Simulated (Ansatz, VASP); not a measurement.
## W: VASP beside Ansatz

```
W
1.0
    -1.58447    1.58447    1.58447
     1.58447   -1.58447    1.58447
     1.58447    1.58447   -1.58447
W
1
Cartesian
  0.0000 0.0000 0.0000
```

Alike in both runs: functional r2SCAN; k mesh 24 × 24 × 24; no spin polarisation.

Ansatz relaxed the structure, and its values are those at the end. VASP's run is a single point on that final structure, the one shown.

|  | VASP | Ansatz |
| --- | --- | --- |
| version | VASP 6.6.1 | Ansatz 0.2.0 |
| potentials or method | VASP PAW PBE potentials, release 64 (W_sv) | plane-wave PAW, scalar-relativistic |
| plane-wave cutoff (eV) | 520 | 500 |
| occupations | methfessel-paxton of order 1, width 0.1 eV | cold, width 0.1 eV |
| valence electrons in the cell | 14 | 14 |

```csv
,VASP,Ansatz,Ansatz less VASP
pressure (GPa),1.2,0.0,-1.22
```

VASP's potentials were made for PBE, not for r2SCAN.

Spin-orbit coupling is off throughout.
